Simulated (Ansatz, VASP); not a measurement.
Sr2ZrO3 in VASP and in Ansatz

```
Sr Zr O
1.0
     3.47364    0.00000    0.00000
    -1.73682    3.00826    0.00000
     0.00000    0.00000    8.69202
Sr Zr O
2 1 3
Direct
  0.33333 0.66667 0.17682
  0.66667 0.33333 0.82318
  0.00000 0.00000 0.50000
  0.33333 0.66667 0.63376
  0.66667 0.33333 0.36624
  0.00000 0.00000 0.00000
```

Change from the starting cell: species swapped into the Sn2Pd3Au type (P-3m1, No. 164).

Alike in both runs: functional PBE; k mesh 12 × 12 × 6; occupations gaussian, width 0.1 eV; no spin polarisation.

Ansatz relaxed the structure, and its values are those at the end. VASP's run is a single point on that final structure, the one shown.

|  | VASP | Ansatz |
| --- | --- | --- |
| version | VASP 6.6.1 | Ansatz 0.2.0 |
| potentials or method | VASP PAW PBE potentials, release 64 (Sr_sv, Zr_sv, O), cutoff 520 eV | scalar-relativistic, plane waves, PAW |
| valence electrons in the cell | 50 | 50 |

Ansatz gave:

* gap on the k mesh at the Fermi level (eV): none
* pressure (GPa): 0.0
* rms of the force components (eV/Å): 0.001

**Question.** What did VASP give for the same quantities?

**Answer.** gap on the k mesh at the Fermi level (eV): none; pressure (GPa): 0.5; rms of the force components (eV/Å): 0.009.

A gap of «none» marks a metal or a gap that the smearing closes. With one functional, cell and mesh, what is left measures potentials, basis and numerics.
